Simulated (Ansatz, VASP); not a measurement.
**Sr in VASP and in Ansatz**

```
Sr
1.0
    -2.13954    2.13954    2.97485
     2.13954   -2.13954    2.97485
     2.13954    2.13954   -2.97485
Sr
1
Direct
  0.50000 0.50000 0.00000
```

Alike in both runs: functional PBE; k mesh 12 × 12 × 12; occupations gaussian, width 0.01 eV; no spin polarisation.

Ansatz relaxed the structure, and its values are those at the end. VASP's run is a single point on that final structure, the one shown.

|  | VASP | Ansatz |
| --- | --- | --- |
| version | VASP 6.6.1 | Ansatz 0.2.0 |
| potentials or method | VASP PAW PBE potentials, release 64 (Sr_sv), cutoff 520 eV | scalar-relativistic, plane waves, PAW |
| valence electrons in the cell | 10 | 10 |

|  | VASP | Ansatz | Ansatz less VASP |
| --- | --- | --- | --- |
| gap on the k mesh at the Fermi level (eV) | none | none | - |
| pressure (GPa) | 0.0 | 0.0 | -0.01 |

A gap of «none» marks a metal or a gap that the smearing closes. The functional is the same, so the differences come from potentials, cutoffs and numerics.
